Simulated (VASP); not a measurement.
## Y: single point with PBE

Y:

```
Y
1.0
     4.60256    0.00000    0.00000
    -2.30128    3.98594    0.00000
     0.00000    0.00000    2.65663
Y
3
Direct
  0.00000 0.00000 0.00000
  0.33333 0.66667 0.50000
  0.66667 0.33333 0.50000
```

This isn't the form of Y at room conditions, which is hcp.

```yaml
Program: VASP 6.6.1
Task: single point
Functional: PBE
Potentials_or_basis: VASP PAW PBE potentials, release 64 (Y_sv)
Cutoff: 520 eV
k_mesh: 6 × 6 × 9
Occupations: fermi-dirac, width 0.08 eV
Spin: no spin polarisation
```

```json
{
 "Pressure": "77.2 GPa",
 "Band gap on the k mesh": "zero (an odd number of electrons rules out a gap without spin polarisation)"
}
```

Stress tensor (GPa, compression positive):
```
76.86  0.00  0.00
 0.00 76.86  0.00
 0.00  0.00 77.79
```

Levels at points of the mesh, in eV from the Fermi level:
```csv
k point,band 14,band 15,band 16,band 17,band 18,band 19
"(0.00, 0.00, 0.00)",-2.72,0.65,1.14,1.14,1.33,1.33
"(0.50, 0.00, 0.00)",-1.55,-1.52,-0.60,-0.33,0.36,0.40
```

Wall time 34 s on 1 thread of Intel(R) Xeon(R) Platinum 8488C (Sapphire Rapids), with other jobs on the host, peak memory 0.19 GiB.

Caveat: the cell stands under pressure.
